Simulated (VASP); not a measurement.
A run of VASP 6.6.1 is set up as follows.

Contents of INCAR:

```
  PREC = Accurate
  ENCUT = 600
  EDIFF = 1E-8
  ISMEAR = 0
  SIGMA = 0.01
  LREAL = F
  LASPH = T
  NELM = 80
  ALGO = Normal
  ISIF = 3
  LWAVE = F
  LCHARG = F
  GGA = PS
  NBANDS = 12
  IBRION = 6
  NFREE = 2
  POTIM = 0.015
  NSW = 1
```

The input KPOINTS:

```
regular mesh
0
Gamma
  10 10 10
```

Contents of POSCAR:

```
LiF
1.0
    0.0000000000      2.0039662102      2.0039662102
    2.0039662102      0.0000000000      2.0039662102
    2.0039662102      2.0039662102      0.0000000000
Li F
1 1
Direct
    0.0000000000      0.0000000000      0.0000000000
    0.5000000000      0.5000000000      0.5000000000
```

Potentials or basis: VASP PAW PBE potentials, release 64 (Li_sv, F).

Command:

```sh
$ cat potpaw_PBE.64/Li_sv/POTCAR potpaw_PBE.64/F/POTCAR > POTCAR
$ mpirun -np 1 vasp_std > vasp.out
```

(1) Predict the elastic constants C11, C12, C44.

(2) Estimate the Voigt bulk modulus.

(3) Estimate the highest phonon frequency at Γ, LO-TO splitting left out.

Results:

(1) 127, 43, 61 GPa.

(2) 71 GPa.

(3) 310 cm⁻¹.

Caveat: the cutoff is under 1.25 times the usual one of these potentials, so pressure, stress and relaxed cells hold a basis-set (Pulay) error; the PAW data sets were made with another functional, which shifts forces and pressure a little.
